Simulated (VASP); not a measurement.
# CoSi (P2_12_12_1) in VASP: single point with PBE

Aim: the single point of CoSi with PBE.

Program: VASP 6.6.1. These are calculated values, not measurements. Logs are shortened: lines on timing, memory, paths and dates and some standing lists are left out, and cuts for length are marked.

## (1) The cell of the first run

It takes space group P2_12_12_1 (No. 19, orthorhombic). The conventional cell has a = 4.298 Å, b = 4.298 Å, c = 4.497 Å, α = 90.00°, β = 90.00°, γ = 90.00°. Within 3.0 Å of Co (site symmetry 1) lie 7 Si at 2.27 to 2.45 Å and 6 Co at 2.66 to 2.72 Å. Within 3.0 Å of Si (site symmetry 1) lie 7 Co at 2.27 to 2.45 Å and 6 Si at 2.67 to 2.74 Å.

## (2) Single point, PBE (strain -0.030 along x and y, +0.015 along z)

INCAR

```
SYSTEM = CoSi
PREC = Accurate ; ENCUT = 520
EDIFF = 1E-6 ; ISMEAR = 0
SIGMA = 0.15 ; LREAL = .False.
LASPH = .True. ; NELM = 100
ALGO = Fast ; ISIF = 2
LWAVE = .False. ; LCHARG = .True.
GGA = PE ; LELF = .True.
LVHAR = .True. ; NBANDS = 36
```

KPOINTS

```
regular mesh
0
Gamma
  10 10 10
  0 0 0
```

POSCAR

```
CoSi
1.0
    4.2979235955      0.0000000000      0.0000000000
    0.0000000000      4.2979235955      0.0000000000
    0.0000000000      0.0000000000      4.4973118035
Co Si
4 4
Direct
    0.1450189122      0.1450189122      0.1450189122
    0.3549810878      0.8549810878      0.6450189122
    0.6450189122      0.3549810878      0.8549810878
    0.8549810878      0.6450189122      0.3549810878
    0.8431597104      0.8431597104      0.8431597104
    0.6568402896      0.1568402896      0.3431597104
    0.3431597104      0.6568402896      0.1568402896
    0.1568402896      0.3431597104      0.6568402896
```

Potentials or basis: VASP PAW PBE potentials, release 64 (Co, Si).

The run is started by

```bash
$ cat potpaw_PBE.64/Co/POTCAR potpaw_PBE.64/Si/POTCAR > POTCAR
$ mpirun -np 1 vasp_std > vasp.out
```

OUTCAR:

```text
SYSTEM = CoSi
   PREC = Accurate
   ENCUT = 520
   EDIFF = 1E-6
   ISMEAR = 0
   LREAL = .False.
   LASPH = .True.
   NELM = 100
   ISIF = 2
   GGA = PE

 ion  position               nearest neighbor table
   1  0.145  0.145  0.145-   7 2.27   6 2.28   5 2.28   8 2.36   7 2.36   6 2.37   8 2.45   4 2.66
                             4 2.66   3 2.67   3 2.67   2 2.72   2 2.72
   2  0.355  0.855  0.645-   8 2.27   5 2.28   6 2.28   7 2.36   8 2.36   5 2.37   7 2.45   3 2.66
                             3 2.66   4 2.67   4 2.67   1 2.72   1 2.72
   3  0.645  0.355  0.855-   5 2.27   8 2.28   7 2.28   6 2.36   5 2.36   8 2.37   6 2.45   2 2.66
                             2 2.66   1 2.67   1 2.67   4 2.72   4 2.72
   4  0.855  0.645  0.355-   6 2.27   7 2.28   8 2.28   5 2.36   6 2.36   7 2.37   5 2.45   1 2.66
                             1 2.66   2 2.67   2 2.67   3 2.72   3 2.72
   5  0.843  0.843  0.843-   3 2.27   2 2.28   1 2.28   4 2.36   3 2.36   2 2.37   4 2.45   8 2.67
                             8 2.67   7 2.69   7 2.69   6 2.74   6 2.74
   6  0.657  0.157  0.343-   4 2.27   1 2.28   2 2.28   3 2.36   4 2.36   1 2.37   3 2.45   7 2.67
                             7 2.67   8 2.69   8 2.69   5 2.74   5 2.74
   7  0.343  0.657  0.157-   1 2.27   4 2.28   3 2.28   2 2.36   1 2.36   4 2.37   2 2.45   6 2.67
                             6 2.67   5 2.69   5 2.69   8 2.74   8 2.74
   8  0.157  0.343  0.657-   2 2.27   3 2.28   4 2.28   1 2.36   2 2.36   3 2.37   1 2.45   5 2.67
                             5 2.67   6 2.69   6 2.69   7 2.74   7 2.74

  LATTYP: Found a simple tetragonal cell.
 ALAT       =     4.2979235955
 C/A-ratio  =     1.0463917526

  Lattice vectors:

 A1 = (   4.2979235955,   0.0000000000,   0.0000000000)
 A2 = (   0.0000000000,   4.2979235955,   0.0000000000)
 A3 = (   0.0000000000,   0.0000000000,   4.4973118035)

Analysis of symmetry for initial positions (statically):
=====================================================================
 Subroutine PRICEL returns:
 Original cell was already a primitive cell.

 Routine SETGRP: Setting up the symmetry group for a
 simple tetragonal supercell.

 Subroutine GETGRP returns: Found  4 space group operations
 (whereof  1 operations were pure point group operations)
 out of a pool of 16 trial point group operations.

The static configuration has the point symmetry C_1 .
 The point group associated with its full space group is D_2 .

Analysis of symmetry for dynamics (positions and initial velocities):
=====================================================================
 Subroutine PRICEL returns:
 Original cell was already a primitive cell.

 Routine SETGRP: Setting up the symmetry group for a
 simple tetragonal supercell.
[... 128 lines left out ...]
   PSTRESS=    0.0 pullay stress
   NELECT =      52.0000    total number of electrons
   NUPDOWN=      -1.0000    fix difference up-down
   EMIN   =  10.00;   EMAX   =-10.00  energy-range for DOS
   EFERMI =   0.00;   METHOD = LEGACY
   ISMEAR =     0;   SIGMA  =   0.15  broadening in eV -4-tet -1-fermi 0-gaus
   EFERMI_NEDOS =   21; number of points for ismear=-14 and -15
   IALGO  =     68    algorithm
   IMIX   =      4    mixing-type and parameters
     AMIX     =   0.40;   BMIX     =  1.00
     AMIX_MAG =   1.60;   BMIX_MAG =  1.00
  volume/ion in A,a.u.               =      10.38        70.08
  Fermi-wavevector in a.u.,A,eV,Ry     =   1.400401  2.646375 26.682707  1.961124
  Thomas-Fermi vector in A             =   2.523365
   LORBIT       =      0    0 simple, 1 ext, 2 COOP (PROOUT), +10 PAW based schemes
   GGA     = PE    functional components
   LHFCALC =     F    Hartree Fock is set to
   AEXX    =    0.0000 exact exchange contribution
   IVDW    =     0    specifies the selected vdW correction
   LEPSILON=     F    determine dielectric tensor
   LRPA    =     F    only Hartree local field effects (RPA)
 non-spin polarized calculation
 RMM-DIIS sequential band-by-band and
 Gauss-broadening in eV      SIGMA  =   0.15
  energy-cutoff  :      520.00
  volume of cell :       83.08
 maximum number of plane-waves:      2276
   NGX = 15   NGY = 15   NGZ = 17

 number of electron      52.0000017 magnetization

 Free energy of the ion-electron system (eV)
  ---------------------------------------------------
  ext. energy  EPLUGINS =         0.00000000
  ---------------------------------------------------
  free energy    TOTEN  =       -54.53091964 eV

  energy without entropy =      -54.51471576  energy(sigma->0) =      -54.52281770

 E-fermi :  12.8679     XC(G=0): -13.1001

 val. band max:       12.8508288647   @ k =   0.0000   0.0000   0.0000
 cond. band min:      12.8694639416   @ k =  -0.4000   0.5000   0.4000
 fundamental gap:      0.0186350769
 Fermi energy:        12.8678900196

 k-point     1 :       0.0000    0.0000    0.0000
  band No.  band energies     occupation
      1      -1.2317      2.00000
      2       4.2338      2.00000
      3       4.3759      2.00000
      4       4.6378      2.00000
      5       7.0355      2.00000
      6       7.1594      2.00000
[... 925 lines left out ...]
     35      17.5625      0.00000
     36      19.5659      0.00000

 [... further k-points ...]

------------------------ aborting loop because EDIFF is reached ----------------------------------------

  FORCE on cell =-STRESS in cart. coord.  units (eV):
  Direction    XX          YY          ZZ          XY          YZ          ZX
  --------------------------------------------------------------------------------------
  -------------------------------------------------------------------------------------
  Total        7.9976651      8.1633986      2.0090318      0.0000000      0.0000000      0.0000000
  in kB      154.2422725    157.4385943     38.7460129      0.0000000      0.0000000      0.0000000
  external PRESSURE =     116.8089599 kB  Pullay stress =       0.0000000 kB

 VOLUME and BASIS-vectors are now :
 -----------------------------------------------------------------------------
  energy-cutoff  :      520.00
  volume of cell :       83.08
      direct lattice vectors                 reciprocal lattice vectors
     4.297923596  0.000000000  0.000000000     0.232670493  0.000000000  0.000000000
     0.000000000  4.297923596  0.000000000     0.000000000  0.232670493  0.000000000
     0.000000000  0.000000000  4.497311803     0.000000000  0.000000000  0.222355052

 POSITION                                       TOTAL-FORCE (eV/Angst)
 -----------------------------------------------------------------------------------
      0.62328      0.62328      0.65220         0.095666      0.084238     -0.019725
      1.52568      3.67464      2.90085        -0.095666     -0.084238     -0.019725
      2.77224      1.52568      3.84512         0.095666     -0.084238      0.019725
      3.67464      2.77224      1.59646        -0.095666      0.084238      0.019725
      3.62384      3.62384      3.79195         0.119420      0.060521     -0.018008
      2.82305      0.67409      1.54330        -0.119420     -0.060521     -0.018008
      1.47487      2.82305      0.70536         0.119420     -0.060521      0.018008
      0.67409      1.47487      2.95402        -0.119420      0.060521      0.018008
 -----------------------------------------------------------------------------------
    total drift:                               -0.000000      0.000000     -0.000000

  FREE ENERGIE OF THE ION-ELECTRON SYSTEM (eV)
  ---------------------------------------------------
  free  energy   TOTEN  =       -54.5309196390 eV

  energy  without entropy=      -54.5147157631  energy(sigma->0) =      -54.52281770
```

OSZICAR:

```text
N       E                     dE             d eps       ncg     rms          rms(c)
DAV:   1     0.359914461516E+03    0.35991E+03   -0.22096E+04 15552   0.168E+03
DAV:   2    -0.300570783183E+02   -0.38997E+03   -0.37194E+03 15560   0.366E+02
DAV:   3    -0.592500805741E+02   -0.29193E+02   -0.27870E+02 16876   0.121E+02
[... 11 lines left out ...]
RMM:  15    -0.545314451736E+02    0.54004E-03   -0.85061E-04 17319   0.136E-01    0.238E-01
RMM:  16    -0.545309745264E+02    0.47065E-03   -0.92771E-04 19023   0.152E-01    0.862E-02
RMM:  17    -0.545309149303E+02    0.59596E-04   -0.33197E-04 17581   0.801E-02    0.268E-02
RMM:  18    -0.545309192566E+02   -0.43263E-05   -0.10088E-04 22168   0.394E-02    0.167E-02
RMM:  19    -0.545309196390E+02   -0.38235E-06   -0.45434E-06 13842   0.140E-02
   1 F= -.54530920E+02 E0= -.54522818E+02  d E =-.162039E-01
```

stdout:

```text
POSCAR found type information on POSCAR CoSi
 POSCAR found :  2 types and       8 ions
 scaLAPACK will be used
 LDA part: xc-table for (Slater+PW92), standard interpolation
 POSCAR, INCAR and KPOINTS ok, starting setup
 FFT: planning ... GRIDC
 FFT: planning ... GRID_SOFT
 FFT: planning ... GRID
 WAVECAR not read
 entering main loop
```

Run time: 21 min. Hardware: 1 thread of Oxide Virtual Turin-like, shared host; peak memory 0.53 GiB.

What came out:

```
Free energy            : -54.5309 eV
Pressure               : 11.7 GPa
Largest force          : 0.135 eV/Å
Band gap on the k mesh : zero (bands 26 and 27 overlap by 0.24 eV)
```

Forces on the atoms (eV/Å):
```
Co   0.096  0.084 -0.020
Co  -0.096 -0.084 -0.020
Co   0.096 -0.084  0.020
Co  -0.096  0.084  0.020
Si   0.119  0.061 -0.018
Si  -0.119 -0.061 -0.018
Si   0.119 -0.061  0.018
Si  -0.119  0.061  0.018
```

Stress tensor (GPa, compression positive):
```
15.42  0.00  0.00
 0.00 15.74  0.00
 0.00  0.00  3.87
```

Caveat: the cell differs from its parent crystal (strain -0.030 along x and y, +0.015 along z); the stress differs along the axes, from 4 to 16 GPa. Spin polarisation is off, so any magnetic state and its effect on volume and gap are missing.
